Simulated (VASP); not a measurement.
Set up this calculation in VASP 6.6.1, as the native input.

```
Task                   : single point
Functional             : LDA
Potentials or basis    : VASP PAW LDA potentials, release 64 (Cs_sv)
Cutoff                 : 520 eV
k mesh                 : 8 × 8 × 3
Occupations            : fermi-dirac, width 0.1 eV
Spin                   : no spin polarisation
Dipole correction      : no
Further INCAR settings : ALGO = Normal; EDIFF = 1e-06; NBANDS = 26
```

The structure of Cs lies in POSCAR:

```
Cs
1.0
    4.9235576482      0.0000000000      0.0000000000
   -2.4617788241      4.2639260003      0.0000000000
    0.0000000000      0.0000000000     16.1343465833
Cs
4
Direct
    0.0000000000      1.0000000000      0.0000000000
    0.0000000000      1.0000000000      0.5000000000
    0.3333333333      0.6666666667      0.2500000000
    0.6666666667      0.3333333333      0.7500000000
```

This cell differs from its parent crystal: volume scaled by 0.88.

One way to write it, as run:

INCAR

```
ALGO = Normal
EDIFF = 1E-6
ENCUT = 520
ISIF = 2
ISMEAR = -1
LASPH = True
LCHARG = False
LREAL = False
LWAVE = False
NBANDS = 26
NELM = 80
PREC = Accurate
SIGMA = 0.1
```

KPOINTS

```
k-points
0
Gamma
  8 8 3
```

Potentials or basis: VASP PAW LDA potentials, release 64 (Cs_sv).

Run with:

```sh
$ cat potpaw_LDA.64/Cs_sv/POTCAR > POTCAR
$ mpirun -np 1 vasp_std > vasp.out
```

Results of the run:

- Pressure: 0.4 GPa
- Band gap on the k mesh: zero (band 18 reaches 1.66 eV, above the bottom of band 19 at -0.01 eV)

Caveat: spin-orbit coupling is left out, which moves the levels of the heavy elements.

Run time: 2.9 min on 1 thread of Oxide Virtual Turin-like Processor, with other jobs on the host, peak memory 0.35 GiB.
